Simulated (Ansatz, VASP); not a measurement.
# CuAu in VASP and in Ansatz

Contents of INCAR:

```
SYSTEM = CuAu
ALGO     = Normal         ! electronic algorithm
EDIFF    = 1E-8           ! SCF threshold, eV
ENCUT    = 520            ! plane-wave cutoff, eV
GGA      = PE             ! functional
ISIF     = 2              ! what is computed and relaxed
ISMEAR   = -1             ! smearing method
LASPH    = .True.         ! aspherical terms in the spheres
LCHARG   = .False.        ! write CHGCAR
LEFG     = .True.       
LREAL    = .False.        ! projectors in reciprocal space
LWAVE    = .False.        ! write WAVECAR
NBANDS   = 18             ! bands
NELM     = 80             ! most SCF steps
PREC     = Accurate       ! precision mode
SIGMA    = 0.05           ! smearing width, eV
```

The input KPOINTS:

```
k-points
0
Gamma
  10 10 8
  0 0 0
```

Contents of POSCAR:

```
CuAu
1.0
    2.8000000000      0.0000000000      0.0000000000
    0.0000000000      2.8000000000      0.0000000000
    0.0000000000      0.0000000000      3.6700000000
Cu Au
1 1
Direct
    0.5000000000      0.5000000000      0.5000000000
    0.0000000000      0.0000000000      0.0000000000
```

Input for Ansatz:

```yaml
crystal:
  lattice:
    - [2.8, 0.0, 0.0]
    - [0.0, 2.8, 0.0]
    - [0.0, 0.0, 3.67]
  atoms:
    - { symbol: Cu, position: [0.5, 0.5, 0.5] }
    - { symbol: Au, position: [0.0, 0.0, 0.0] }
kpoints:
  mp_grid: { grid: [10, 10, 8] }
scf:
  occupations: { method: fermi_dirac, width: 0.05 }
hamiltonian:
  xc: pbe
  pseudopotentials: { kind: paw }
output:
  forces: true
  stress: true
  eigenvalues: true
  efg: { contact_densities: true }
  write_density: true
  write_potential: true
  elf: true
  volumetric_format: npy
```

Alike in both runs: task electric field gradients; functional PBE; k mesh 10 × 10 × 8; occupations fermi-dirac, width 0.05 eV; no spin polarisation.

```csv
,VASP,Ansatz
version,VASP 6.6.1,Ansatz 0.2.0
potentials or method,"VASP PAW PBE potentials, release 64 (Cu, Au)","PAW with Ansatz's default frozen-core files, scalar-relativistic"
plane-wave cutoff (eV),520,420
valence electrons in the cell,22,38
```

VASP gave:

| Property | Result |
| --- | --- |
| pressure (GPa) | 6.7 |
| traceless stress, the component that is largest in VASP (GPa) | -1.19 |
| size of Vzz on the site where it differs most (V/Å²) | 87.7 |

Task: Which values does Ansatz return?

Result: Pressure (GPa): 6.8; traceless stress, the component that is largest in VASP (GPa): -1.20; size of Vzz on the site where it differs most (V/Å²): 66.5.

The functional is the same, so the differences come from potentials, cutoffs and numerics. VASP's potentials hold 22 valence electrons a cell and Ansatz's 38, so a difference there can come from the potentials and not from the codes.

Neither program's run includes spin-orbit coupling.
